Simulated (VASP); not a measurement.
The system is GaP4.

```xyz
5
Lattice="3.9492 0.0000 0.0000 -1.9746 3.4201 0.0000 0.0000 0.0000 8.9038" Properties=species:S:1:pos:R:3 pbc="T T T"
Ga    0.0000    0.0000    4.4519
P     0.0000    2.2801    0.0000
P     1.9746    1.1400    0.0000
P     0.0000    2.2801    4.4519
P     1.9746    1.1400    4.4519
```

* Program: VASP 6.6.1
* Task: relaxation of cell and atoms
* Functional: PBE
* Potentials or basis: VASP PAW PBE potentials, release 64 (Ga_d, P)
* Cutoff: 600 eV
* k mesh: 6 × 6 × 2
* Occupations: gaussian, width 0.1 eV
* Spin: no spin polarisation

At the start: pressure 13.1 GPa; volume 24.05 Å³/atom.

Problem. How do energy, volume and symmetry change on relaxing?

Solution. Over 17 steps the energy falls by 569.4 meV/atom and the volume is 18.09 Å³/atom (-24.8 %); space group P6/mmm (No. 191, to 0.05 Å).

The path:
```csv
step,energy change (eV),largest force (eV/Å),pressure (GPa),volume (Å³)
1,0.0000,0.0000,13.10,120.26
2,-0.8606,0.0000,-4.34,156.86
3,-1.1865,0.0000,-0.36,142.19
4,-1.1866,0.0000,-0.19,141.73
5,-1.1903,0.0000,-0.20,140.94
6,-1.2018,0.0000,-0.24,138.57
7,-1.2255,0.0000,-0.34,133.83
8,-1.2789,0.0000,-0.64,124.32
9,-1.6531,0.0000,0.04,105.19
10,-0.3928,0.0000,30.11,66.55
11,-2.3496,0.0000,0.74,95.97
12,-2.6714,0.0000,4.67,81.30
13,-2.7841,0.0000,4.04,86.15
14,-2.7805,0.0000,3.60,87.28
15,-2.8227,0.0000,2.14,88.49
16,-2.8453,0.0000,-0.54,90.99
17,-2.8472,0.0000,-0.01,90.45
```

Final structure:
```xyz
5
Lattice="4.3993 0.0000 0.0000 -2.1997 3.8099 0.0000 0.0000 0.0000 5.3965" Properties=species:S:1:pos:R:3 pbc="T T T"
Ga    0.0000    0.0000    2.6982
P     0.0000    2.5399    0.0000
P     2.1997    1.2700    0.0000
P     0.0000    2.5399    2.6982
P     2.1997    1.2700    2.6982
```

Caveat: the volume moved by over 15 % at a fixed basis, so the end points are rough; this functional lacks dispersion, which binds the layers, so the pressure and a relaxed spacing across them are unreliable.
